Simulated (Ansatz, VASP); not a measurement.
**One calculation of IrPd2, two programs**

File INCAR:

```
SYSTEM = IrPd2
PREC = Accurate
ENCUT = 600
EDIFF = 1E-7
ISMEAR = 0
SIGMA = 0.1
LREAL = .False.
LASPH = .True.
NELM = 60
ALGO = Normal
ISIF = 3
LWAVE = .False.
LCHARG = .False.
GGA = PE
IBRION = 2
NSW = 90
EDIFFG = -0.04
```

Contents of KPOINTS:

```
Automatic mesh
0
Gamma
  8 8 8
  0 0 0
```

The input POSCAR:

```
IrPd2
1.0
   -1.6030713321      1.6030713321      3.9325343615
    1.6030713321     -1.6030713321      3.9325343615
    1.6030713321      1.6030713321     -3.9325343615
Pd Ir
2 1
Direct
    0.6650000000      0.6650000000      0.0000000000
    0.3350000000      0.3350000000      0.0000000000
    0.0000000000      0.0000000000      0.0000000000
```

Input for Ansatz:

```yaml
crystal:
  lattice:
    - [-1.6030713321, 1.6030713321, 3.9325343615]
    - [1.6030713321, -1.6030713321, 3.9325343615]
    - [1.6030713321, 1.6030713321, -3.9325343615]
  atoms:
    - { symbol: Pd, position: [0.665, 0.665, 0.0] }
    - { symbol: Pd, position: [0.335, 0.335, 0.0] }
    - { symbol: Ir, position: [0.0, 0.0, 0.0] }
basis:
  ecutwfc: 420
kpoints:
  mp_grid: { grid: [8, 8, 8] }
hamiltonian:
  xc: pbe
scf:
  occupations: { method: gaussian, width: 0.1 }
  lower_state_search: "off"
output:
  forces: true
  stress: true
  eigenvalues: true
relax:
  adjacent_minimum: "off"
  f_tol: 0.04
  max_steps: 70
  cell: { stress_tol: 0.4 }
```

Alike in both runs: task relaxation of cell and atoms; functional PBE; k mesh 8 × 8 × 8; occupations gaussian, width 0.1 eV; no spin polarisation.

```csv
,VASP,Ansatz
version,VASP 6.6.1,Ansatz 0.2.0
potentials or method,"VASP PAW PBE potentials, release 64 (Pd, Ir), cutoff 600 eV","scalar-relativistic, plane waves, PAW"
valence electrons in the cell,29,53
```

```tsv
	VASP	Ansatz	Ansatz less VASP
gap on the k mesh at the Fermi level, each at its own relaxed structure (eV)	none	none	-
relaxed volume (Å³/atom)	15.14	15.16	+0.025
relaxed length of the cell vector where the two differ most in proportion (Å)	4.747	4.748	+0.0012
```

A gap of «none» marks a metal or a gap that the smearing closes. VASP's potentials hold 29 valence electrons a cell and Ansatz's 53, so a difference there can come from the potentials and not from the codes.

Spin-orbit coupling is off throughout.
